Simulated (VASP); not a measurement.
Runs of VASP 6.6.1 on Cs. The structure is that of space group P6_3/mmc (No. 194), or close to it. The cells are those of the table. This isn't the form of Cs at room conditions, which is bcc.

```csv
task,cell,gap on the mesh (eV),pressure (GPa),relaxed volume (Å³/atom)
relaxation of shape and atoms at fixed volume,"relaxed from a = 4.928, b = 4.928, c = 7.983 Å, angles 90.0, 90.0, 120.0°, 2 atoms",none,0.8,-
relaxation of shape and atoms at fixed volume,"relaxed from a = 4.748, b = 4.748, c = 7.692 Å, angles 90.0, 90.0, 120.0°, 2 atoms",none,1.3,-
relaxation of cell and atoms,"relaxed from a = 5.400, b = 5.400, c = 8.748 Å, angles 90.0, 90.0, 120.0°, 2 atoms",none,0.0,(a)
relaxation of shape and atoms at fixed volume,"relaxed from a = 5.252, b = 5.252, c = 8.508 Å, angles 90.0, 90.0, 120.0°, 2 atoms",none,0.2,101.61
relaxation of shape and atoms at fixed volume,"relaxed from a = 4.554, b = 4.554, c = 7.378 Å, angles 90.0, 90.0, 120.0°, 2 atoms",none,2.0,-
relaxation of shape and atoms at fixed volume,"relaxed from a = 5.095, b = 5.095, c = 8.254 Å, angles 90.0, 90.0, 120.0°, 2 atoms",none,0.4,92.78
```

Alike in all rows: level PBEsol; potentials or basis VASP PAW PBE potentials, release 64 (Cs_sv); no spin polarisation; k mesh 8 × 8 × 5; smearing fermi-dirac 0.08 eV.

Fill in the values left out.

(a) 109.03.

Caveats: the PAW data sets were made with another functional, which shifts forces and pressure a little; spin-orbit coupling is left out, which moves the levels of the heavy elements.

A k mesh can miss the band edges, and the runs leave out spin-orbit coupling on Cs.

A gap of «none» marks levels without a gap at the run's occupations.
